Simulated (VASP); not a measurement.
Set up this calculation in VASP 6.6.1, as the native input.

| Quantity | Value |
| --- | --- |
| Task | relaxation of cell and atoms |
| Functional | BLYP |
| Potentials or basis | VASP PAW PBE potentials, release 64 (In_d) |
| Cutoff | 600 eV |
| k mesh | 5 × 5 × 5 |
| Occupations | fermi-dirac, width 0.1 eV |
| Spin | no spin polarisation |
| Dipole correction | no |
| Further INCAR settings | ALGO = Normal; EDIFF = 1e-06; IBRION = 2; EDIFFG = -0.01; NSW = 80; ISIF = 3 |

The structure of In lies in POSCAR:

```
In
1.0
    5.9358781157      0.0000000000      0.0000000000
    0.0000000000      5.9358781157      0.0000000000
    0.0000000000      0.0000000000      5.9358781157
In
8
Direct
    0.0000000000      0.0000000000      0.0000000000
    0.5000000000      0.5000000000      0.5000000000
    0.2500000000      0.0000000000      0.5000000000
    0.7500000000      0.0000000000      0.5000000000
    0.5000000000      0.2500000000      0.0000000000
    0.5000000000      0.7500000000      0.0000000000
    0.0000000000      0.5000000000      0.2500000000
    0.0000000000      0.5000000000      0.7500000000
```

These files were run (other wordings do the same):

INCAR

```
SYSTEM = In
  PREC = Accurate
  ENCUT = 600
  EDIFF = 1E-6
  ISMEAR = -1
  SIGMA = 0.1
  LREAL = .FALSE.
  LASPH = .TRUE.
  NELM = 100
  ALGO = Normal
  ISIF = 3
  LWAVE = .FALSE.
  LCHARG = .FALSE.
  GGA = B5
  ALDAX = 1.0
  AGGAX = 1.0
  AGGAC = 1.0
  ALDAC = 0.0
  IBRION = 2
  NSW = 80
  EDIFFG = -0.01
```

KPOINTS

```
Automatic mesh
0
G
  5 5 5
  0 0 0
```

Potentials or basis: VASP PAW PBE potentials, release 64 (In_d).

Command:

```bash
$ cat potpaw_PBE.64/In_d/POTCAR > POTCAR
$ mpirun -np 1 vasp_std > vasp.out
```

Results of the run:

The relaxed volume is 31.88 Å³/atom. The relaxed cell is a = 6.341 Å, b = 6.341 Å, c = 6.341 Å, α = 90.00°, β = 90.00°, γ = 90.00°, the space group after relaxing (to 0.1 Å) is Pm-3n (No. 223) and the energy gained by relaxing is 108.0 meV/atom. The ionic steps are 4. The pressure after relaxing is 0.0 GPa and the band gap on the k mesh is zero (bands 52 and 53 overlap by 2.05 eV).

Caveat: the volume moved by over 15 % at a fixed basis, so the end points are rough; the PAW data sets were made with another functional, which shifts forces and pressure a little; spin-orbit coupling is left out, which moves the levels of the heavy elements.

Run time: 11 min on 1 thread of Intel(R) Xeon(R) 6975P-C (Granite Rapids), on a shared host, peak memory 0.38 GiB.
